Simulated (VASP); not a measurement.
Set up this calculation in VASP 6.6.1, as the native input.

```yaml
Task: single point
Functional: PBEsol
Potentials_or_basis: VASP PAW PBE potentials, release 64 (Pt)
Cutoff: 520 eV
k_mesh: 1 × 1 × 8
Occupations: gaussian, width 0.05 eV
Spin: no spin polarisation
Dipole_correction: no
Further_INCAR_settings: LREAL = Auto; ALGO = Normal; EDIFF = 1e-06; NBANDS = 105
```

The structure of Pt lies in POSCAR:

```
Pt
1.0
   14.6000000000      0.0000000000      0.0000000000
    0.0000000000     16.2000000000      0.0000000000
    0.0000000000      0.0000000000      6.7863137234
Pt
18
Direct
    0.5821686379      0.5427546447      0.0000000000
    0.4726104540      0.3717360659      0.3333333333
    0.4726104540      0.7137732235      0.3333333333
    0.3630522702      0.5427546447      0.6666666667
    0.6917268218      0.3717360659      0.6666666667
    0.5821686379      0.3717360659      0.0000000000
    0.4726104540      0.5427546447      0.3333333333
    0.3630522702      0.3717360659      0.6666666667
    0.6917268218      0.5427546447      0.6666666667
    0.4178313621      0.4572453553      0.0000000000
    0.3082731782      0.6282639341      0.3333333333
    0.6369477298      0.4572453553      0.3333333333
    0.5273895460      0.2862267765      0.6666666667
    0.5273895460      0.6282639341      0.6666666667
    0.4178313621      0.6282639341      0.0000000000
    0.3082731782      0.4572453553      0.3333333333
    0.6369477298      0.6282639341      0.3333333333
    0.5273895460      0.4572453553      0.6666666667
```

One way to write it, as run:

INCAR

```
SYSTEM = Pt
  ALGO = Normal
  EDIFF = 1E-6
  ENCUT = 520
  GGA = PS
  ISIF = 2
  ISMEAR = 0
  LASPH = .True.
  LCHARG = .False.
  LREAL = Auto
  LUSENCCL = .False.
  LWAVE = .False.
  NBANDS = 105
  NELM = 80
  PREC = Accurate
  SIGMA = 0.05
```

KPOINTS

```
k-points
0
Gamma
  1 1 8
  0 0 0
```

Potentials or basis: VASP PAW PBE potentials, release 64 (Pt).

Run with:

```bash
$ cat potpaw_PBE.64/Pt/POTCAR > POTCAR
$ mpirun -np 1 vasp_std > vasp.out
```

It gave:

- Largest force: 2.021 eV/Å
- Band gap on the k mesh: zero (bands 90 and 91 overlap by 0.08 eV)

Caveat: the PAW data sets were made with another functional, which shifts forces and pressure a little; spin-orbit coupling is left out, which moves the levels of the heavy elements.

Run time: 2 min on 1 × NVIDIA H100 80GB with 1 thread of AMD EPYC 7R13 Processor (Zen 3) (shared host), peak memory 2.1 GiB.
